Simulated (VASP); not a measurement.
# Be3I (I4/mmm) in VASP: further runs

Be3I is run at these levels: PBE; tasks: single point.

Everything below comes from runs of VASP 6.6.1. Logs are shortened: lines on timing, memory, paths and dates and some standing lists are left out, and cuts for length are marked.

**1. The cell of the first run**

Symmetry: I4/mmm, No. 139, tetragonal system. The conventional cell has a = 3.462 Å, b = 3.462 Å, c = 11.352 Å, α = 90.00°, β = 90.00°, γ = 90.00°. Within 3.5 Å of Be (site symmetry 4/mmm) lie 4 I at 2.45 Å and 12 Be at 3.32 to 3.46 Å. Be (site symmetry -4m2) has 12 Be at 2.45 to 3.46 Å and 4 I at 3.32 Å within 3.5 Å. I (site symmetry 4/mmm) has 12 Be at 2.45 to 3.32 Å and 4 I at 3.46 Å within 3.5 Å.

**2. Single point, PBE**

INCAR

```
ALGO = Normal
EDIFF = 1E-6
ENCUT = 520
GGA = PE
ISIF = 2
ISMEAR = 0
LASPH = True
LCHARG = False
LREAL = False
LWAVE = False
NBANDS = 23
NELM = 80
PREC = Accurate
SIGMA = 0.1
```

KPOINTS

```
k-points
0
Gamma
  8 8 4
```

POSCAR

```
Be3I
1.0
   -3.4622501275      0.0000000000      0.0000000000
    1.7311250638     -1.7311250638      5.6760799658
    0.0000000000      6.9245002550      0.0000000000
Be I
6 2
Direct
    0.5000000000      0.0000000000      0.2500000000
    0.5000000000      0.0000000000      0.7500000000
    0.7500000000      0.5000000000      0.1250000000
    0.7500000000      0.5000000000      0.6250000000
    0.2500000000      0.5000000000      0.3750000000
    0.2500000000      0.5000000000      0.8750000000
    0.0000000000      0.0000000000      0.0000000000
    1.0000000000      0.0000000000      0.5000000000
```

Potentials or basis: VASP PAW PBE potentials, release 64 (Be, I).

Command:

```bash
$ cat potpaw_PBE.64/Be/POTCAR potpaw_PBE.64/I/POTCAR > POTCAR
$ mpirun -np 1 vasp_std > vasp.out
```

OUTCAR:

```text
EDIFF = 1E-6
   ENCUT = 520
   GGA = PE
   ISIF = 2
   ISMEAR = 0
   LASPH = True
   LREAL = False
   NELM = 80
   PREC = Accurate

 ion  position               nearest neighbor table
   1  0.500  0.000  0.250-   7 2.45   8 2.45   7 2.45   8 2.45
   2  0.500  0.000  0.750-   7 2.45   8 2.45   7 2.45   8 2.45
   3  0.750  0.500  0.125-
   4  0.750  0.500  0.625-
   5  0.250  0.500  0.375-
   6  0.250  0.500  0.875-
   7  0.000  0.000  0.000-   1 2.45   2 2.45   1 2.45   2 2.45   8 3.46   8 3.46
   8  0.000  0.000  0.500-   1 2.45   2 2.45   1 2.45   2 2.45   7 3.46   7 3.46

  LATTYP: Found a base centered monoclinic cell.
 ALAT       =    11.8683912582
 B/A-ratio  =     0.2917202553
 C/A-ratio  =     0.5834405105
 COS(beta)  =    -0.2917202553

  Lattice vectors:

 A1 = (  -1.7311250637,  -1.7311250638,   5.6760799658)
 A2 = (   1.7311250638,  -1.7311250638,   5.6760799658)
 A3 = (   0.0000000000,   6.9245002550,   0.0000000000)

Analysis of symmetry for initial positions (statically):
=====================================================================
 Subroutine PRICEL returns following result:

  LATTYP: Found a body centered tetragonal cell.
 ALAT       =     3.4622501275
 C/A-ratio  =     3.2788387648

  Lattice vectors:

 A1 = (  -1.7311250637,  -1.7311250638,   5.6760799658)
 A2 = (   1.7311250638,   1.7311250637,   5.6760799658)
 A3 = (  -1.7311250638,   1.7311250638,  -5.6760799658)

   2 primitive cells build up your supercell.

 Routine SETGRP: Setting up the symmetry group for a
 base centered monoclinic supercell.

 Subroutine GETGRP returns: Found  4 space group operations
 (whereof  4 operations were pure point group operations)
 out of a pool of  4 trial point group operations.

The static configuration has the point symmetry C_2h.

Analysis of symmetry for dynamics (positions and initial velocities):
=====================================================================
 Subroutine PRICEL returns following result:

  LATTYP: Found a body centered tetragonal cell.
 ALAT       =     3.4622501275
 C/A-ratio  =     3.2788387648

  Lattice vectors:

 A1 = (  -1.7311250637,  -1.7311250638,   5.6760799658)
 A2 = (   1.7311250638,   1.7311250637,   5.6760799658)
 A3 = (  -1.7311250638,   1.7311250638,  -5.6760799658)

   2 primitive cells build up your supercell.

 Routine SETGRP: Setting up the symmetry group for a
 base centered monoclinic supercell.

 Subroutine GETGRP returns: Found  4 space group operations
 (whereof  4 operations were pure point group operations)
 out of a pool of  4 trial point group operations.

The dynamic configuration has the point symmetry C_2h.

 Subroutine INISYM returns: Found  4 space group operations
 (whereof  4 operations are pure point group operations),
 and found     2 'primitive' translations

----------------------------------------------------------------------------------------

                                     Primitive cell

  volume of cell :      68.0402

  direct lattice vectors                    reciprocal lattice vectors
    -1.731125064 -1.731125064  5.676079966    -0.288829508  0.000000000  0.088088963
     1.731125064  1.731125064  5.676079966     0.000000000  0.288829508  0.088088963
    -1.731125064  1.731125064 -5.676079966    -0.288829508  0.288829508  0.000000000

  length of vectors
     6.181542829  6.181542829  6.181542829     0.301963822  0.301963822  0.408466607

  position of ions in fractional coordinates (direct lattice)
[... 24 lines left out ...]
     0.000000000  0.000000000  0.022022241     0.000000000  0.125000000  0.000000000
     0.000000000  0.036103688  0.011011120     0.000000000  0.000000000  0.250000000

  Length of vectors
     0.037745478  0.022022241  0.037745478

  Shift w.r.t. Gamma in fractional coordinates (k-lattice)
     0.000000000  0.000000000  0.000000000

 -----------------------------------------------------------------------------
|                                                                             |
|           W    W    AA    RRRRR   N    N  II  N    N   GGGG   !!!           |
|           W    W   A  A   R    R  NN   N  II  NN   N  G    G  !!!           |
|           W    W  A    A  R    R  N N  N  II  N N  N  G       !!!           |
|           W WW W  AAAAAA  RRRRR   N  N N  II  N  N N  G  GGG   !            |
|           WW  WW  A    A  R   R   N   NN  II  N   NN  G    G                |
|           W    W  A    A  R    R  N    N  II  N    N   GGGG   !!!           |
|                                                                             |
|     Your reciprocal lattice and k-lattice belong to different lattice       |
|     classes:                                                                |
|                                                                             |
|        The reciprocal lattice is base-centered monoclinic,                  |
|        whereas your k-lattice is body-centered tetragonal.                  |
|                                                                             |
|     Results are often still useful ...                                      |
|                                                                             |
 -----------------------------------------------------------------------------

 Subroutine IBZKPT returns following result:
 ===========================================

 Found     78 irreducible k-points:

 Following reciprocal coordinates:
            Coordinates               Weight
  0.000000  0.000000  0.000000      1.000000
  0.125000  0.000000  0.000000      4.000000
  0.250000  0.000000  0.000000      4.000000
  0.375000 -0.000000  0.000000      4.000000
  0.500000  0.000000  0.000000      2.000000
  0.000000  0.125000  0.000000      2.000000
[... 16 lines left out ...]
  0.125000  0.000000  0.250000      4.000000
  0.250000  0.000000  0.250000      4.000000
 [... further k-points ...]
   k-points           NKPTS =     78   k-points in BZ     NKDIM =     78   number of bands    NBANDS=     23
   number of dos      NEDOS =    301   number of ions     NIONS =      8
   total plane-waves  NPLWV =  72576
   dimension x,y,z NGX =    28 NGY =   48 NGZ =   54
   dimension x,y,z NGXF=    56 NGYF=   96 NGZF=  108
   ions per type =               6   2
   NGX,Y,Z   is equivalent  to a cutoff of  13.44, 12.91, 12.96 a.u.
   NGXF,Y,Z  is equivalent  to a cutoff of  26.89, 25.82, 25.93 a.u.
 SYSTEM =  unknown system
   PREC   = accura    normal or accurate (medium, high low for compatibility)
   ISTART =      0    job   : 0-new  1-cont  2-samecut
   ICHARG =      2    charge: 1-file 2-atom 10-const
   ISPIN  =      1    spin polarized calculation?
   LNONCOLLINEAR =      F non collinear calculations
   LSORBIT =      F    spin-orbit coupling
   LASPH  =      T    aspherical Exc in radial PAW
   ENCUT  =  520.0 eV  38.22 Ry    6.18 a.u.   6.44 11.49 12.87*2*pi/ulx,y,z
   NELM   =     80;   NELMIN=  2; NELMDL= -5     # of ELM steps
   EDIFF  = 0.1E-05   stopping-criterion for ELM
   LREAL  =      F    real-space projection
   EDIFFG = 0.1E-04   stopping-criterion for IOM
   NSW    =      0    number of steps for IOM
   IBRION =     -1    ionic relax: 0-MD 1-quasi-New 2-CG
   NFREE  =      0    steps in history (QN), initial steepest desc. (CG)
   ISIF   =      2    stress and relaxation
   ISYM   =      2    0-nonsym 1-usesym 2-fastsym
   POTIM  = 0.5000    time-step for ionic-motion
   TEBEG  =    0.0;   TEEND  =   0.0 temperature during run
   PSTRESS=    0.0 pullay stress
   NELECT =      26.0000    total number of electrons
   NUPDOWN=      -1.0000    fix difference up-down
   EMIN   =  10.00;   EMAX   =-10.00  energy-range for DOS
   EFERMI =   0.00;   METHOD = LEGACY
   ISMEAR =     0;   SIGMA  =   0.10  broadening in eV -4-tet -1-fermi 0-gaus
   EFERMI_NEDOS =   21; number of points for ismear=-14 and -15
   IALGO  =     38    algorithm
   IMIX   =      4    mixing-type and parameters
     AMIX     =   0.40;   BMIX     =  1.00
     AMIX_MAG =   1.60;   BMIX_MAG =  1.00
  volume/ion in A,a.u.               =      17.01       114.79
  Fermi-wavevector in a.u.,A,eV,Ry     =   0.942904  1.781830 12.096504  0.889068
  Thomas-Fermi vector in A             =   2.070559
   LORBIT       =      0    0 simple, 1 ext, 2 COOP (PROOUT), +10 PAW based schemes
   GGA     = PE    functional components
   LHFCALC =     F    Hartree Fock is set to
   AEXX    =    0.0000 exact exchange contribution
   IVDW    =     0    specifies the selected vdW correction
   LEPSILON=     F    determine dielectric tensor
   LRPA    =     F    only Hartree local field effects (RPA)
 non-spin polarized calculation
 Gauss-broadening in eV      SIGMA  =   0.10
  energy-cutoff  :      520.00
  volume of cell :      136.08
 maximum number of plane-waves:      3702
 NGX is ok and might be reduce to    28

 number of electron      25.9999999 magnetization

 Free energy of the ion-electron system (eV)
  ---------------------------------------------------
  ext. energy  EPLUGINS =         0.00000000
  ---------------------------------------------------
  free energy    TOTEN  =       -16.06228216 eV

  energy without entropy =      -16.04026235  energy(sigma->0) =      -16.05127225

 E-fermi :   6.2357     XC(G=0):  -9.4144

 val. band max:        6.2321956109   @ k =   0.0000  -0.2500   0.2500
 cond. band min:       6.2397516871   @ k =   0.0000   0.3750   0.0000
 fundamental gap:      0.0075560762
 Fermi energy:         6.2356800633

 k-point     1 :       0.0000    0.0000    0.0000
  band No.  band energies     occupation
      1     -10.3392      2.00000
      2      -9.3379      2.00000
      3      -2.9131      2.00000
      4      -0.7386      2.00000
      5       0.1797      2.00000
      6       0.3446      2.00000
[... 613 lines left out ...]
     22      10.0660      0.00000
     23      10.9361      0.00000

 [... further k-points ...]
[... 5 lines left out ...]
  --------------------------------------------------------------------------------------
  -------------------------------------------------------------------------------------
  Total       -0.0653388     -0.0655682      0.2004078      0.0000000      0.0000034      0.0000000
  in kB       -0.7692830     -0.7719846      2.3595530      0.0000000      0.0000396      0.0000000
  external PRESSURE =       0.2727618 kB  Pullay stress =       0.0000000 kB

 VOLUME and BASIS-vectors are now :
 -----------------------------------------------------------------------------
  energy-cutoff  :      520.00
  volume of cell :      136.08
      direct lattice vectors                 reciprocal lattice vectors
    -3.462250127  0.000000000  0.000000000    -0.288829508  0.000000000  0.088088963
     1.731125064 -1.731125064  5.676079966     0.000000000  0.000000000  0.176177927
     0.000000000  6.924500255  0.000000000     0.000000000  0.144414754  0.044044482

 POSITION                                       TOTAL-FORCE (eV/Angst)
 -----------------------------------------------------------------------------------
     -1.73113      1.73113      0.00000        -0.000000     -0.000000     -0.000000
     -1.73113      5.19338      0.00000         0.000000     -0.000000     -0.000000
     -1.73113     -0.00000      2.83804        -0.000000     -0.000000     -0.000001
     -1.73113      3.46225      2.83804        -0.000000     -0.000000     -0.000001
      0.00000      1.73113      2.83804         0.000000      0.000000      0.000001
      0.00000      5.19338      2.83804         0.000000      0.000000      0.000001
      0.00000      0.00000      0.00000         0.000000     -0.000000     -0.000000
      0.00000      3.46225      0.00000         0.000000     -0.000000     -0.000000
 -----------------------------------------------------------------------------------
    total drift:                               -0.000000     -0.000000      0.000000

  FREE ENERGIE OF THE ION-ELECTRON SYSTEM (eV)
  ---------------------------------------------------
  free  energy   TOTEN  =       -16.0622821550 eV

  energy  without entropy=      -16.0402623531  energy(sigma->0) =      -16.05127225
```

Wall time 6.4 min (1 thread of Intel Xeon 8259CL, shared host); peak memory 0.38 GiB.

Results:

* Free energy: -16.0623 eV
* Pressure: 0.0 GPa
* Band gap on the k mesh: zero (bands 13 and 14 overlap by 2.39 eV)

Caveat: spin-orbit coupling is left out, which moves the levels of the heavy elements.

**3. Single point, PBE**

This run uses another cell than the first one: it holds 4 atoms, not 8.

INCAR

```
SYSTEM = Be3I
PREC = Accurate
ENCUT = 520
EDIFF = 1E-6
ISMEAR = 0
SIGMA = 0.1
LREAL = .False.
LASPH = .True.
NELM = 60
ALGO = Normal
ISIF = 2
LWAVE = .False.
LCHARG = .False.
GGA = PE
NBANDS = 14
```

KPOINTS

```
regular mesh
0
Gamma
  18 18 18
  0 0 0
```

POSCAR

```
Be3I
1.0
   -1.7311250638      1.7311250638      5.6760799658
    1.7311250638     -1.7311250638      5.6760799658
    1.7311250638      1.7311250638     -5.6760799658
Be I
3 1
Direct
    0.5000000000      0.5000000000      0.0000000000
    0.2500000000      0.7500000000      0.5000000000
    0.7500000000      0.2500000000      0.5000000000
    0.0000000000      0.0000000000      0.0000000000
```

Potentials or basis: VASP PAW PBE potentials, release 64 (Be, I).

Command:

```bash
$ cat potpaw_PBE.64/Be/POTCAR potpaw_PBE.64/I/POTCAR > POTCAR
$ mpirun -np 1 vasp_std > vasp.out
```

OUTCAR:

```text
SYSTEM = Be3I
   PREC = Accurate
   ENCUT = 520
   EDIFF = 1E-6
   ISMEAR = 0
   LREAL = .False.
   LASPH = .True.
   NELM = 60
   ISIF = 2
   GGA = PE

 ion  position               nearest neighbor table
   1  0.500  0.500  0.000-   4 2.45   4 2.45   4 2.45   4 2.45
   2  0.250  0.750  0.500-
   3  0.750  0.250  0.500-
   4  0.000  0.000  0.000-   1 2.45   1 2.45   1 2.45   1 2.45

  LATTYP: Found a body centered tetragonal cell.
 ALAT       =     3.4622501276
 C/A-ratio  =     3.2788387647

  Lattice vectors:

 A1 = (  -1.7311250638,   1.7311250638,   5.6760799658)
 A2 = (   1.7311250638,  -1.7311250638,   5.6760799658)
 A3 = (   1.7311250638,   1.7311250638,  -5.6760799658)

Analysis of symmetry for initial positions (statically):
=====================================================================
 Subroutine PRICEL returns:
 Original cell was already a primitive cell.

 Routine SETGRP: Setting up the symmetry group for a
 body centered tetragonal supercell.

 Subroutine GETGRP returns: Found 16 space group operations
 (whereof 16 operations were pure point group operations)
 out of a pool of 16 trial point group operations.
[... 178 lines left out ...]
      2      -0.7377      2.00000
      3       0.1782      2.00000
      4       1.7611      2.00000
      5       1.7611      2.00000
      6       6.6641      0.00000
      7       7.6674      0.00000
      8       7.6674      0.00000
      9       8.2803      0.00000
     10       8.4525      0.00000
     11      10.6671      0.00000
     12      11.9485      0.00000
     13      13.5050      0.00000
     14      13.5050      0.00000
[... 377 lines left out ...]
      1      -9.9587      2.00000
      2      -0.7372      2.00000
      3      -0.3401      2.00000
      4       1.0873      2.00000
      5       2.0659      2.00000
      6       4.9883      2.00000
      7       7.7744      0.00000
      8       7.9819      0.00000
      9       8.5581      0.00000
     10      10.0673      0.00000
     11      10.5434      0.00000
     12      11.0346      0.00000
     13      12.1619      0.00000
     14      12.7840      0.00000

 [... further k-points ...]
[... 5 lines left out ...]
  --------------------------------------------------------------------------------------
  -------------------------------------------------------------------------------------
  Total        0.0091446      0.0091446     -0.0056203      0.0000000      0.0000000      0.0000000
  in kB        0.2153331      0.2153331     -0.1323433      0.0000000      0.0000000      0.0000000
  external PRESSURE =       0.0994410 kB  Pullay stress =       0.0000000 kB

 VOLUME and BASIS-vectors are now :
 -----------------------------------------------------------------------------
  energy-cutoff  :      520.00
  volume of cell :       68.04
      direct lattice vectors                 reciprocal lattice vectors
    -1.731125064  1.731125064  5.676079966     0.000000000  0.288829508  0.088088963
     1.731125064 -1.731125064  5.676079966     0.288829508  0.000000000  0.088088963
     1.731125064  1.731125064 -5.676079966     0.288829508  0.288829508  0.000000000

 POSITION                                       TOTAL-FORCE (eV/Angst)
 -----------------------------------------------------------------------------------
      0.00000      0.00000      5.67608        -0.000000     -0.000000      0.000000
      1.73113      0.00000      2.83804         0.000000     -0.000000     -0.000000
      0.00000      1.73113      2.83804        -0.000000      0.000000     -0.000000
      0.00000      0.00000      0.00000        -0.000000     -0.000000      0.000000
 -----------------------------------------------------------------------------------
    total drift:                               -0.000000     -0.000000      0.000000

  FREE ENERGIE OF THE ION-ELECTRON SYSTEM (eV)
  ---------------------------------------------------
  free  energy   TOTEN  =        -8.0256016631 eV

  energy  without entropy=       -8.0176808649  energy(sigma->0) =       -8.02164126
```

OSZICAR:

```text
N       E                     dE             d eps       ncg     rms          rms(c)
DAV:   1     0.270092828708E+02    0.27009E+02   -0.44879E+03 13440   0.704E+02
DAV:   2    -0.647219328740E+01   -0.33481E+02   -0.30439E+02 17736   0.116E+02
DAV:   3    -0.845740019597E+01   -0.19852E+01   -0.19554E+01 18548   0.271E+01
DAV:   4    -0.848269008812E+01   -0.25290E-01   -0.25274E-01 16212   0.373E+00
DAV:   5    -0.848308780795E+01   -0.39772E-03   -0.39769E-03 18984   0.516E-01    0.771E+00
DAV:   6    -0.806456263719E+01    0.41853E+00   -0.71875E-01 16368   0.384E+00    0.498E+00
DAV:   7    -0.802816734648E+01    0.36395E-01   -0.19674E-01 17534   0.206E+00    0.267E+00
DAV:   8    -0.802633214434E+01    0.18352E-02   -0.17917E-02 16680   0.768E-01    0.424E-01
DAV:   9    -0.802560771322E+01    0.72443E-03   -0.17426E-03 16392   0.230E-01    0.205E-01
DAV:  10    -0.802562629298E+01   -0.18580E-04   -0.44886E-04 17430   0.110E-01    0.964E-02
DAV:  11    -0.802560201410E+01    0.24279E-04   -0.59739E-05 16362   0.417E-02    0.291E-02
DAV:  12    -0.802560166313E+01    0.35097E-06   -0.68983E-06 17844   0.138E-02
   1 F= -.80256017E+01 E0= -.80216413E+01  d E =-.792080E-02
```

stdout:

```text
POSCAR found type information on POSCAR BeI
 POSCAR found :  2 types and       4 ions
 scaLAPACK will be used
 LDA part: xc-table for (Slater+PW92), standard interpolation
 POSCAR, INCAR and KPOINTS ok, starting setup
 FFT: planning ... GRIDC
 FFT: planning ... GRID_SOFT
 FFT: planning ... GRID
 WAVECAR not read
 entering main loop
```

Run time: 26 min. Hardware: 1 thread of Intel Xeon 8259CL, shared host; peak memory 0.66 GiB.

Results:

- Free energy: -8.0256 eV
- Pressure: 0.0 GPa
- Band gap on the k mesh: zero (an odd number of electrons rules out a gap without spin polarisation)

Levels at points of the mesh, in eV from the Fermi level:
```
           k point  band 3  band 4  band 5  band 6  band 7  band 8  band 9  band 10
(0.00, 0.00, 0.00)   -6.05   -4.46   -4.46    0.44    1.44    1.44    2.06     2.23
(0.50, 0.00, 0.00)   -5.88   -4.21   -2.74   -2.22   -0.53    1.36    1.91     3.39
(0.50, 0.50, 0.00)   -8.18   -4.59   -3.39   -1.52   -1.32   -1.06    0.12     0.99
(0.50, 0.50, 0.50)   -4.51   -4.51   -2.74   -1.34    0.85    1.87    1.87     2.26
```

Caveat: spin-orbit coupling is left out, which moves the levels of the heavy elements.
